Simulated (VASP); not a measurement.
Wanted: the native input for a VASP 6.6.1 run.

```yaml
Task: single point
Functional: PBE
Potentials_or_basis: VASP PAW PBE potentials, release 64 (Os)
Cutoff: 520 eV
k_mesh: 11 × 11 × 6
Occupations: gaussian, width 0.011 eV
Spin: no spin polarisation
Dipole_correction: no
Further_INCAR_settings: ALGO = Normal; EDIFF = 1e-07; NBANDS = 15
```

The structure of Os lies in POSCAR:

```
Os
1.0
    2.7341000000      0.0000000000      0.0000000000
   -1.3670500000      2.3678000565      0.0000000000
    0.0000000000      0.0000000000      4.3197000000
Os
2
Direct
    0.6666666667      0.3333333333      0.7500000000
    0.3333333333      0.6666666667      0.2500000000
```

These files were run (other wordings do the same):

INCAR

```
SYSTEM = Os
PREC = Accurate ; ENCUT = 520
EDIFF = 1E-7 ; ISMEAR = 0
SIGMA = 0.011 ; LREAL = .FALSE.
LASPH = .TRUE. ; NELM = 80
ALGO = Normal ; ISIF = 2
LWAVE = .FALSE. ; LCHARG = .FALSE.
GGA = PE ; NBANDS = 15
```

KPOINTS

```
regular mesh
0
G
  11 11 6
  0 0 0
```

Potentials or basis: VASP PAW PBE potentials, release 64 (Os).

Run with:

```console
$ cat potpaw_PBE.64/Os/POTCAR > POTCAR
$ mpirun -np 1 vasp_std > vasp.out
```

Results of the run:

```
Pressure               : 8.8 GPa
Band gap on the k mesh : zero (bands 8 and 9 overlap by 3.89 eV)
```

Caveat: the cell stands under pressure; spin-orbit coupling is left out, which moves the levels of the heavy elements.

Wall time 33 s on 1 thread of Intel Xeon 8259CL, on a shared host, peak memory 0.15 GiB.
